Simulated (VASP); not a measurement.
# SnSe (I4/mmm) in VASP: further runs

Runs on SnSe. Level: r2SCAN. Tasks: single point.

Program: VASP 6.6.1. These are calculated values, not measurements. Logs are shortened: lines on timing, memory, paths and dates and some standing lists are left out, and cuts for length are marked.

## 1. The cell of the first run

Symmetry: I4/mmm, No. 139, tetragonal system. The conventional cell has a = 4.257 Å, b = 4.257 Å, c = 6.080 Å, α = 90.00°, β = 90.00°, γ = 90.00°. Sn (site symmetry 4/mmm) has 6 Se at 3.01 to 3.04 Å within 4.0 Å. Within 4.0 Å of Se (site symmetry 4/mmm) lie 6 Sn at 3.01 to 3.04 Å.

## 2. Single point, r2SCAN (strain +0.0100 x Voigt [0, 0, 1, 0, 0, 0])

POSCAR reads:

```
SnSe
1.0
    0.0000000000      3.0100000000      3.0401000000
    3.0100000000      0.0000000000      3.0401000000
    3.0100000000      3.0100000000      0.0000000000
Sn Se
1 1
Direct
    0.0000000000      0.0000000000      0.0000000000
    0.5000000000      0.5000000000      0.5000000000
```

INCAR.step1 reads:

```
  PREC = Accurate
  ENCUT = 520
  ISMEAR = 0
  SIGMA = 0.05
  LREAL = F
  LASPH = T
  NELM = 100
  NBANDS = 17
  GGA = PE
  ALGO = Normal
  EDIFF = 1E-4
  LWAVE = T
  LCHARG = F
```

INCAR.step2 reads:

```
  PREC = Accurate
  ENCUT = 520
  EDIFF = 1E-6
  ISMEAR = 0
  SIGMA = 0.05
  LREAL = F
  LASPH = T
  NELM = 100
  ALGO = Normal
  ISIF = 2
  LWAVE = F
  LCHARG = T
  METAGGA = R2SCAN
  LMIXTAU = T
  LELF = T
  LVHAR = T
  NBANDS = 17
  ISTART = 1
```

KPOINTS reads:

```
Automatic mesh
0
Gamma
  10 10 10
```

Potentials or basis: VASP PAW PBE potentials, release 64 (Sn_d, Se).

Started as:

```sh
$ cat potpaw_PBE.64/Sn_d/POTCAR potpaw_PBE.64/Se/POTCAR > POTCAR
$ cp INCAR.step1 INCAR
$ mpirun -np 1 vasp_std > vasp.out
$ cp INCAR.step2 INCAR
$ mpirun -np 1 vasp_std > vasp.out
```

OUTCAR:

```text
PREC = Accurate
   ENCUT = 520
   EDIFF = 1E-6
   ISMEAR = 0
   LREAL = F
   LASPH = T
   NELM = 100
   ISIF = 2
   METAGGA = R2SCAN
   ISTART = 1

 ion  position               nearest neighbor table
   1  0.000  0.000  0.000-   2 3.01   2 3.01   2 3.01   2 3.01   2 3.04   2 3.04
   2  0.500  0.500  0.500-   1 3.01   1 3.01   1 3.01   1 3.01   1 3.04   1 3.04

  LATTYP: Found a body centered tetragonal cell.
 ALAT       =     4.2567828227
 C/A-ratio  =     1.4283556980

  Lattice vectors:

 A1 = (  -3.0100000000,   0.0000000000,   3.0401000000)
 A2 = (   3.0100000000,   0.0000000000,   3.0401000000)
 A3 = (   0.0000000000,   3.0100000000,  -3.0401000000)

Analysis of symmetry for initial positions (statically):
=====================================================================
 Subroutine PRICEL returns:
 Original cell was already a primitive cell.

 Routine SETGRP: Setting up the symmetry group for a
 body centered tetragonal supercell.

 Subroutine GETGRP returns: Found 16 space group operations
 (whereof 16 operations were pure point group operations)
 out of a pool of 16 trial point group operations.

The static configuration has the point symmetry D_4h.

Analysis of symmetry for dynamics (positions and initial velocities):
=====================================================================
 Subroutine PRICEL returns:
 Original cell was already a primitive cell.

 Routine SETGRP: Setting up the symmetry group for a
 body centered tetragonal supercell.

 Subroutine GETGRP returns: Found 16 space group operations
 (whereof 16 operations were pure point group operations)
 out of a pool of 16 trial point group operations.

The dynamic configuration has the point symmetry D_4h.

 Subroutine INISYM returns: Found 16 space group operations
 (whereof 16 operations are pure point group operations),
 and found     1 'primitive' translations

----------------------------------------------------------------------------------------

                                     Primitive cell

  volume of cell :      55.0872

  direct lattice vectors                    reciprocal lattice vectors
     0.000000000  3.010000000  3.040100000    -0.166112957  0.166112957  0.164468274
     3.010000000  0.000000000  3.040100000     0.166112957 -0.166112957  0.164468274
     3.010000000  3.010000000  0.000000000     0.166112957  0.166112957 -0.164468274

  length of vectors
     4.278119682  4.278119682  4.256782823     0.286769667  0.286769667  0.286769667

  position of ions in fractional coordinates (direct lattice)
     0.000000000  0.000000000  0.000000000
     0.500000000  0.500000000  0.500000000

  ion indices of the primitive-cell ions
   primitive index   ion index
                 1           1
                 2           2

----------------------------------------------------------------------------------------

 KPOINTS: Automatic mesh

Automatic generation of k-mesh.
 Grid dimensions read from file:
 generate k-points for:   10   10   10

 Generating k-lattice:

  Cartesian coordinates                     Fractional coordinates (reciprocal lattice)
    -0.016611296  0.016611296  0.016446827     0.100000000  0.000000000  0.000000000
     0.016611296 -0.016611296  0.016446827     0.000000000  0.100000000  0.000000000
     0.016611296  0.016611296 -0.016446827     0.000000000  0.000000000  0.100000000

  Length of vectors
     0.028676967  0.028676967  0.028676967

  Shift w.r.t. Gamma in fractional coordinates (k-lattice)
     0.000000000  0.000000000  0.000000000

 Subroutine IBZKPT returns following result:
 ===========================================

 Found    102 irreducible k-points:

 Following reciprocal coordinates:
            Coordinates               Weight
  0.000000  0.000000  0.000000      1.000000
  0.100000 -0.000000  0.000000      8.000000
  0.200000 -0.000000  0.000000      8.000000
  0.300000 -0.000000  0.000000      8.000000
  0.400000 -0.000000  0.000000      8.000000
  0.500000 -0.000000  0.000000      4.000000
[... 16 lines left out ...]
  0.300000  0.300000  0.000000      2.000000
  0.400000  0.300000  0.000000      8.000000
 [... further k-points ...]
   k-points           NKPTS =    102   k-points in BZ     NKDIM =    102   number of bands    NBANDS=     17
   number of dos      NEDOS =    301   number of ions     NIONS =      2
   total plane-waves  NPLWV =  32768
   dimension x,y,z NGX =    32 NGY =   32 NGZ =   32
   dimension x,y,z NGXF=    64 NGYF=   64 NGZF=   64
   ions per type =               1   1
   NGX,Y,Z   is equivalent  to a cutoff of  12.44, 12.44, 12.50 a.u.
   NGXF,Y,Z  is equivalent  to a cutoff of  24.87, 24.87, 24.99 a.u.
 SYSTEM =  unknown system
   PREC   = accura    normal or accurate (medium, high low for compatibility)
   ISTART =      1    job   : 0-new  1-cont  2-samecut
   ICHARG =      0    charge: 1-file 2-atom 10-const
   ISPIN  =      1    spin polarized calculation?
   LNONCOLLINEAR =      F non collinear calculations
   LSORBIT =      F    spin-orbit coupling
   LASPH  =      T    aspherical Exc in radial PAW
   ENCUT  =  520.0 eV  38.22 Ry    6.18 a.u.   7.95  7.95  7.91*2*pi/ulx,y,z
   NELM   =    100;   NELMIN=  2; NELMDL=  0     # of ELM steps
   EDIFF  = 0.1E-05   stopping-criterion for ELM
   LREAL  =      F    real-space projection
   EDIFFG = 0.1E-04   stopping-criterion for IOM
   NSW    =      0    number of steps for IOM
   IBRION =     -1    ionic relax: 0-MD 1-quasi-New 2-CG
   NFREE  =      0    steps in history (QN), initial steepest desc. (CG)
   ISIF   =      2    stress and relaxation
   ISYM   =      2    0-nonsym 1-usesym 2-fastsym
   POTIM  = 0.5000    time-step for ionic-motion
   TEBEG  =    0.0;   TEEND  =   0.0 temperature during run
   PSTRESS=    0.0 pullay stress
   NELECT =      20.0000    total number of electrons
   NUPDOWN=      -1.0000    fix difference up-down
   EMIN   =  10.00;   EMAX   =-10.00  energy-range for DOS
   EFERMI =   0.00;   METHOD = LEGACY
   ISMEAR =     0;   SIGMA  =   0.05  broadening in eV -4-tet -1-fermi 0-gaus
   EFERMI_NEDOS =   21; number of points for ismear=-14 and -15
   IALGO  =     38    algorithm
   IMIX   =      4    mixing-type and parameters
     AMIX     =   0.40;   BMIX     =  1.00
     AMIX_MAG =   1.60;   BMIX_MAG =  1.00
  volume/ion in A,a.u.               =      27.54       185.87
  Fermi-wavevector in a.u.,A,eV,Ry     =   1.167888  2.206988 18.557836  1.363962
  Thomas-Fermi vector in A             =   2.304382
   LORBIT       =      0    0 simple, 1 ext, 2 COOP (PROOUT), +10 PAW based schemes
   METAGGA = R2SCAN    functional components
   LHFCALC =     F    Hartree Fock is set to
   AEXX    =    0.0000 exact exchange contribution
   IVDW    =     0    specifies the selected vdW correction
   LEPSILON=     F    determine dielectric tensor
   LRPA    =     F    only Hartree local field effects (RPA)
 non-spin polarized calculation
 Gauss-broadening in eV      SIGMA  =   0.05
  energy-cutoff  :      520.00
  volume of cell :       55.09
 maximum number of plane-waves:      1502
   NGX = 15   NGY = 15   NGZ = 15

 number of electron      20.0000002 magnetization

 Free energy of the ion-electron system (eV)
  ---------------------------------------------------
  ext. energy  EPLUGINS =         0.00000000
  ---------------------------------------------------
  free energy    TOTEN  =       -39.87252436 eV

  energy without entropy =      -39.87252436  energy(sigma->0) =      -39.87252436

 E-fermi :   5.8087     XC(G=0): -10.1389

 val. band max:        5.6040471309   @ k =   0.5000  -0.0000   0.0000
 cond. band min:       6.0167306612   @ k =   0.5000  -0.0000   0.0000
 fundamental gap:      0.4126835303
 Fermi energy:         5.8086690914

 k-point     1 :       0.0000    0.0000    0.0000
  band No.  band energies     occupation
      1     -16.9548      2.00000
      2     -16.9519      2.00000
      3     -16.9519      2.00000
      4     -16.9501      2.00000
      5     -16.9486      2.00000
      6      -9.0527      2.00000
[... 9 lines left out ...]
     16      11.6781      0.00000
     17      13.8181      0.00000

 k-point     2 :       0.1000   -0.0000    0.0000
  band No.  band energies     occupation
      1     -16.9553      2.00000
      2     -16.9516      2.00000
      3     -16.9514      2.00000
      4     -16.9500      2.00000
      5     -16.9478      2.00000
      6      -8.9804      2.00000
[... 9 lines left out ...]
     16      11.9219      0.00000
     17      14.5256      0.00000

 k-point     3 :       0.2000   -0.0000    0.0000
  band No.  band energies     occupation
      1     -16.9571      2.00000
      2     -16.9535      2.00000
      3     -16.9504      2.00000
      4     -16.9473      2.00000
      5     -16.9452      2.00000
      6      -8.7773      2.00000
[... 9 lines left out ...]
     16      12.5628      0.00000
     17      16.1217      0.00000

 k-point     4 :       0.3000   -0.0000    0.0000
  band No.  band energies     occupation
      1     -16.9595      2.00000
      2     -16.9562      2.00000
      3     -16.9495      2.00000
      4     -16.9435      2.00000
      5     -16.9415      2.00000
      6      -8.4908      2.00000
[... 9 lines left out ...]
     16      13.5630      0.00000
     17      17.8319      0.00000
[... 343 lines left out ...]
      1     -16.9598      2.00000
      2     -16.9557      2.00000
      3     -16.9497      2.00000
      4     -16.9457      2.00000
      5     -16.9393      2.00000
      6      -8.3904      2.00000
[... 9 lines left out ...]
     16      15.1718      0.00000
     17      15.6270      0.00000

 k-point    23 :       0.3000    0.3000    0.0000
  band No.  band energies     occupation
      1     -16.9724      2.00000
      2     -16.9526      2.00000
      3     -16.9454      2.00000
      4     -16.9410      2.00000
      5     -16.9410      2.00000
      6      -8.3218      2.00000
[... 9 lines left out ...]
     16      16.0226      0.00000
     17      16.0227      0.00000

 k-point    24 :       0.4000    0.3000    0.0000
  band No.  band energies     occupation
      1     -16.9761      2.00000
      2     -16.9524      2.00000
      3     -16.9459      2.00000
      4     -16.9392      2.00000
      5     -16.9383      2.00000
      6      -8.1158      2.00000
[... 9 lines left out ...]
     16      16.6519      0.00000
     17      17.2204      0.00000

 [... further k-points ...]

------------------------ aborting loop because EDIFF is reached ----------------------------------------

  FORCE on cell =-STRESS in cart. coord.  units (eV):
  Direction    XX          YY          ZZ          XY          YZ          ZX
  --------------------------------------------------------------------------------------
  -------------------------------------------------------------------------------------
  Total       -0.0526228     -0.0526228     -0.4473384      0.0000000     -0.0000000     -0.0000000
  in kB       -1.5305018     -1.5305018    -13.0105583      0.0000000     -0.0000000     -0.0000000
  external PRESSURE =      -5.3571873 kB  Pullay stress =       0.0000000 kB

 VOLUME and BASIS-vectors are now :
 -----------------------------------------------------------------------------
  energy-cutoff  :      520.00
  volume of cell :       55.09
      direct lattice vectors                 reciprocal lattice vectors
     0.000000000  3.010000000  3.040100000    -0.166112957  0.166112957  0.164468274
     3.010000000  0.000000000  3.040100000     0.166112957 -0.166112957  0.164468274
     3.010000000  3.010000000  0.000000000     0.166112957  0.166112957 -0.164468274

 POSITION                                       TOTAL-FORCE (eV/Angst)
 -----------------------------------------------------------------------------------
      0.00000      0.00000      0.00000        -0.000000     -0.000000     -0.000000
      3.01000      3.01000      3.04010         0.000000      0.000000      0.000000
 -----------------------------------------------------------------------------------
    total drift:                                0.000000     -0.000000     -0.000000

  FREE ENERGIE OF THE ION-ELECTRON SYSTEM (eV)
  ---------------------------------------------------
  free  energy   TOTEN  =       -39.8725243621 eV

  energy  without entropy=      -39.8725243621  energy(sigma->0) =      -39.87252436
```

It took 4.7 min on 1 thread of Intel Xeon 8259CL, shared host; peak memory 0.25 GiB.

Results:

- Free energy: -39.8725 eV
- Pressure: -0.5 GPa
- Band gap on the k mesh: 0.41 eV

Caveat: the cell differs from its parent crystal (strain +0.0100 x Voigt [0, 0, 1, 0, 0, 0]); the PAW data sets were made with another functional, which shifts forces and pressure a little; spin-orbit coupling is left out, which moves the levels of the heavy elements. A k mesh can miss the band edges.

## 3. Single point, r2SCAN (strain +0.0200 x Voigt [0, 0, 1, 0, 0, 0])

POSCAR reads:

```
SnSe
1.0
    0.0000000000      3.0100000000      3.0702000000
    3.0100000000      0.0000000000      3.0702000000
    3.0100000000      3.0100000000      0.0000000000
Sn Se
1 1
Direct
    0.0000000000      0.0000000000      0.0000000000
    0.5000000000      0.5000000000      0.5000000000
```

INCAR.step1 reads:

```
PREC = Accurate ; ENCUT = 520
ISMEAR = 0 ; SIGMA = 0.05
LREAL = False ; LASPH = True
NELM = 100 ; NBANDS = 17
GGA = PE ; ALGO = Normal
EDIFF = 1E-4 ; LWAVE = True
LCHARG = False
```

INCAR.step2 reads:

```
PREC = Accurate ; ENCUT = 520
EDIFF = 1E-6 ; ISMEAR = 0
SIGMA = 0.05 ; LREAL = False
LASPH = True ; NELM = 100
ALGO = Normal ; ISIF = 2
LWAVE = False ; LCHARG = False
METAGGA = R2SCAN ; LMIXTAU = True
NBANDS = 17 ; ISTART = 1
```

KPOINTS reads:

```
regular mesh
0
Gamma
  10 10 10
```

Potentials or basis: VASP PAW PBE potentials, release 64 (Sn_d, Se).

Started as:

```sh
$ cat potpaw_PBE.64/Sn_d/POTCAR potpaw_PBE.64/Se/POTCAR > POTCAR
$ cp INCAR.step1 INCAR
$ mpirun -np 1 vasp_std > vasp.out
$ cp INCAR.step2 INCAR
$ mpirun -np 1 vasp_std > vasp.out
```

Wall time 4.5 min (1 thread of Intel Xeon 8259CL, shared host); peak memory 0.26 GiB.

The run converged. Its results:

| Item | Value |
| --- | --- |
| Free energy | -39.8663 eV |
| Pressure | -1.0 GPa |
| Band gap on the k mesh | 0.38 eV |

Stress tensor (GPa, compression positive):
```
-0.27  0.00  0.00
 0.00 -0.27  0.00
 0.00  0.00 -2.41
```

Levels at points of the mesh, in eV from the valence-band top:
```
           k point  band 8  band 9  band 10  band 11  band 12  band 13
(0.00, 0.00, 0.00)   -2.65   -2.65    -2.46     3.96     4.43     4.43
(0.50, 0.00, 0.00)   -2.34   -2.30     0.00     0.38     1.10     1.19
(0.50, 0.50, 0.00)   -5.78   -3.98    -3.98     3.22     5.41     5.41
(0.50, 0.00, 0.50)   -5.83   -4.14    -3.91     3.15     5.06     5.55
```

Caveat: the cell differs from its parent crystal (strain +0.0200 x Voigt [0, 0, 1, 0, 0, 0]); the PAW data sets were made with another functional, which shifts forces and pressure a little; spin-orbit coupling is left out, which moves the levels of the heavy elements.

## 4. Single point, r2SCAN (strain +0.0300 x Voigt [0, 0, 1, 0, 0, 0])

POSCAR reads:

```
SnSe
1.0
    0.0000000000      3.0100000000      3.1003000000
    3.0100000000      0.0000000000      3.1003000000
    3.0100000000      3.0100000000      0.0000000000
Sn Se
1 1
Direct
    0.0000000000      0.0000000000      0.0000000000
    0.5000000000      0.5000000000      0.5000000000
```

INCAR.step1 reads:

```
ALGO = Normal
EDIFF = 1E-4
ENCUT = 520
GGA = PE
ISMEAR = 0
LASPH = True
LCHARG = False
LREAL = False
LWAVE = True
NBANDS = 17
NELM = 100
PREC = Accurate
SIGMA = 0.05
```

INCAR.step2 reads:

```
ALGO = Normal
EDIFF = 1E-7
ENCUT = 520
ISIF = 2
ISMEAR = 0
ISTART = 1
LASPH = True
LCHARG = True
LELF = True
LMIXTAU = True
LREAL = False
LVHAR = True
LWAVE = False
METAGGA = R2SCAN
NBANDS = 17
NELM = 100
PREC = Accurate
SIGMA = 0.05
```

KPOINTS reads:

```
k-points
0
Gamma
  10 10 10
```

Started as:

```sh
$ cat potpaw_PBE.64/Sn_d/POTCAR potpaw_PBE.64/Se/POTCAR > POTCAR
$ cp INCAR.step1 INCAR
$ mpirun -np 1 vasp_std > vasp.out
$ cp INCAR.step2 INCAR
$ mpirun -np 1 vasp_std > vasp.out
```

Wall time 5.3 min (1 thread of Intel Xeon 8259CL, shared host); peak memory 0.25 GiB.

It converged, with:

```
Free energy            : -39.8566 eV
Pressure               : -1.4 GPa
Band gap on the k mesh : 0.35 eV
```

Stress tensor (GPa, compression positive):
```
-0.40  0.00  0.00
 0.00 -0.40  0.00
 0.00  0.00 -3.38
```

Levels at points of the mesh, in eV from the valence-band top:
```
           k point  band 7  band 8  band 9  band 10  band 11  band 12  band 13  band 14
(0.00, 0.00, 0.00)   -5.36   -2.65   -2.65    -2.37     3.78     4.47     4.47     5.93
(0.50, 0.00, 0.00)   -8.43   -2.32   -2.27     0.00     0.35     1.09     1.22     8.47
(0.50, 0.50, 0.00)   -6.27   -5.70   -3.93    -3.93     3.27     5.39     5.39     5.67
(0.50, 0.00, 0.50)   -6.40   -5.77   -4.15    -3.82     3.17     4.87     5.60     6.09
```

Caveat: the cell differs from its parent crystal (strain +0.0300 x Voigt [0, 0, 1, 0, 0, 0]); the PAW data sets were made with another functional, which shifts forces and pressure a little; spin-orbit coupling is left out, which moves the levels of the heavy elements. A k mesh can miss the band edges.

## 5. Single point, r2SCAN (strain +0.0350 x Voigt [0, 0, 1, 0, 0, 0])

POSCAR reads:

```
SnSe
1.0
    0.0000000000      3.0100000000      3.1153500000
    3.0100000000      0.0000000000      3.1153500000
    3.0100000000      3.0100000000      0.0000000000
Sn Se
1 1
Direct
    0.0000000000      0.0000000000      0.0000000000
    0.5000000000      0.5000000000      0.5000000000
```

INCAR.step1 reads:

```
SYSTEM = SnSe
PREC = Accurate
ENCUT = 520
ISMEAR = 0
SIGMA = 0.05
LREAL = .False.
LASPH = .True.
NELM = 100
NBANDS = 17
GGA = PE
ALGO = Normal
EDIFF = 1E-4
LWAVE = .True.
LCHARG = .False.
```

INCAR.step2 reads:

```
SYSTEM = SnSe
PREC = Accurate
ENCUT = 520
EDIFF = 1E-7
ISMEAR = 0
SIGMA = 0.05
LREAL = .False.
LASPH = .True.
NELM = 100
ALGO = Normal
ISIF = 2
LWAVE = .False.
LCHARG = .False.
METAGGA = R2SCAN
LMIXTAU = .True.
NBANDS = 17
ISTART = 1
```

KPOINTS reads:

```
Automatic mesh
0
Gamma
  10 10 10
  0 0 0
```

Started as:

```sh
$ cat potpaw_PBE.64/Sn_d/POTCAR potpaw_PBE.64/Se/POTCAR > POTCAR
$ cp INCAR.step1 INCAR
$ mpirun -np 1 vasp_std > vasp.out
$ cp INCAR.step2 INCAR
$ mpirun -np 1 vasp_std > vasp.out
```

Run time: 4.9 min. Hardware: 1 thread of Intel Xeon 8259CL, shared host; peak memory 0.26 GiB.

It converged, with:

| Item | Value |
| --- | --- |
| Free energy | -39.8505 eV |
| Pressure | -1.6 GPa |
| Band gap on the k mesh | 0.33 eV |

Stress tensor (GPa, compression positive):
```
-0.46  0.00  0.00
 0.00 -0.46  0.00
 0.00  0.00 -3.82
```

Levels at points of the mesh, in eV from the valence-band top:
```tsv
k point	band 6	band 7	band 8	band 9	band 10	band 11	band 12	band 13	band 14	band 15
(0.00, 0.00, 0.00)	-14.50	-5.37	-2.65	-2.65	-2.33	3.69	4.49	4.49	5.92	6.17
(0.50, 0.00, 0.00)	-13.60	-8.41	-2.31	-2.25	0.00	0.33	1.08	1.23	8.45	10.20
(0.50, 0.50, 0.00)	-13.42	-6.26	-5.66	-3.90	-3.90	3.29	5.39	5.39	5.59	10.52
(0.50, 0.00, 0.50)	-13.29	-6.40	-5.74	-4.16	-3.77	3.18	4.78	5.62	6.08	10.39
```

Caveat: the cell differs from its parent crystal (strain +0.0350 x Voigt [0, 0, 1, 0, 0, 0]); the PAW data sets were made with another functional, which shifts forces and pressure a little; spin-orbit coupling is left out, which moves the levels of the heavy elements. A k mesh can miss the band edges.

## 6. Overview

```csv
cell,gap on the mesh (eV),pressure (GPa)
"a = 4.278, b = 4.278, c = 4.257 Å, angles 60.2, 60.2, 59.7°, 2 atoms",0.41,-0.5
"a = 4.300, b = 4.300, c = 4.257 Å, angles 60.3, 60.3, 59.3°, 2 atoms",0.38,-1.0
"a = 4.321, b = 4.321, c = 4.257 Å, angles 60.5, 60.5, 59.0°, 2 atoms",0.35,-1.4
"a = 4.332, b = 4.332, c = 4.257 Å, angles 60.6, 60.6, 58.9°, 2 atoms",0.33,-1.6
```

Alike in all rows: task single point; level r2SCAN; potentials or basis VASP PAW PBE potentials, release 64 (Sn_d, Se); no spin polarisation; k mesh 10 × 10 × 10; cutoff (eV) 520; smearing gaussian 0.05 eV.

Caveats: the PAW data sets were made with another functional, which shifts forces and pressure a little; spin-orbit coupling is left out, which moves the levels of the heavy elements.

Absolute energies hang on the potentials; compare differences alone.
